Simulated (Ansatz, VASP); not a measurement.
## Two plane-wave programs on KI

```
K I
1.0
     0.00000    3.65856    3.65856
     3.65856    0.00000    3.65856
     3.65856    3.65856    0.00000
K I
1 1
Direct
  0.00000 0.00000 0.00000
  0.50000 0.50000 0.50000
```

Alike in both runs: task single point; functional PBE; k mesh 6 × 6 × 6; no spin polarisation.

```csv
,VASP,Ansatz
version,VASP 6.6.1,Ansatz 0.2.0
potentials or method,"VASP PAW PBE potentials, release 64 (K_sv, I)","plane waves, PAW"
plane-wave cutoff (eV),520,420
occupations,"gaussian, width 0.01 eV",fixed
valence electrons in the cell,16,26
```

|  | VASP | Ansatz | Ansatz less VASP |
| --- | --- | --- | --- |
| gap on the k mesh at the Fermi level (eV) | 3.73 | 3.74 | +0.003 |
| pressure (GPa) | -0.5 | -0.5 | -0.01 |

VASP's potentials hold 16 valence electrons a cell and Ansatz's 26, so a difference there can come from the potentials and not from the codes.

Neither program's run includes spin-orbit coupling.
